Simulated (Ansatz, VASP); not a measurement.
One calculation of TeAs2, two programs

The input INCAR:

```
ALGO = Normal
EDIFF = 1E-7
EDIFFG = -0.04
ENCUT = 600
GGA = PE
IBRION = 2
ISIF = 3
ISMEAR = 0
LASPH = T
LCHARG = F
LREAL = F
LWAVE = F
NELM = 80
NSW = 90
PREC = Accurate
SIGMA = 0.1
```

The input KPOINTS:

```
k-points
0
Gamma
  4 4 4
```

Contents of POSCAR:

```
TeAs2
1.0
    5.2363359315      0.0000000000      0.0000000000
    0.0000000000      5.2363359315      0.0000000000
    0.0000000000      0.0000000000      6.3615329304
Te As
2 4
Direct
    0.0000000000      0.0000000000      0.0000000000
    0.0000000000      0.0000000000      0.5000000000
    0.5000000000      0.2500000000      0.0000000000
    0.5000000000      0.7500000000      0.0000000000
    0.2500000000      0.5000000000      0.5000000000
    0.7500000000      0.5000000000      0.5000000000
```

Input for Ansatz:

```yaml
crystal:
  lattice:
    - [5.2363359315, 0.0, 0.0]
    - [0.0, 5.2363359315, 0.0]
    - [0.0, 0.0, 6.3615329304]
  atoms:
    - { symbol: Te, position: [0.0, 0.0, 0.0] }
    - { symbol: Te, position: [0.0, 0.0, 0.5] }
    - { symbol: As, position: [0.5, 0.25, 0.0] }
    - { symbol: As, position: [0.5, 0.75, 0.0] }
    - { symbol: As, position: [0.25, 0.5, 0.5] }
    - { symbol: As, position: [0.75, 0.5, 0.5] }
basis:
  ecutwfc: 420
kpoints:
  mp_grid: { grid: [4, 4, 4] }
hamiltonian:
  xc: pbe
scf:
  occupations: { method: gaussian, width: 0.1 }
  lower_state_search: "off"
output:
  forces: true
  stress: true
  eigenvalues: true
relax:
  adjacent_minimum: "off"
  f_tol: 0.04
  max_steps: 70
  cell: { stress_tol: 0.4 }
```

Alike in both runs: task relaxation of cell and atoms; functional PBE; k mesh 4 × 4 × 4; occupations gaussian, width 0.1 eV; no spin polarisation.

|  | VASP | Ansatz |
| --- | --- | --- |
| version | VASP 6.6.1 | Ansatz 0.2.0 |
| potentials or method | VASP PAW PBE potentials, release 64 (Te, As), cutoff 600 eV | scalar-relativistic, plane waves, PAW |
| valence electrons in the cell | 32 | 92 |

```tsv
	VASP	Ansatz	Ansatz less VASP
gap on the k mesh at the Fermi level, each at its own relaxed structure (eV)	none	none	-
relaxed volume (Å³/atom)	28.30	28.25	-0.054
relaxed length of the cell vector where the two differ most in proportion (Å)	6.293	6.278	-0.0151
```

A gap of «none» marks a metal or a gap that the smearing closes. VASP's potentials hold 32 valence electrons a cell and Ansatz's 92, so a difference there can come from the potentials and not from the codes.

Spin-orbit coupling is off throughout.
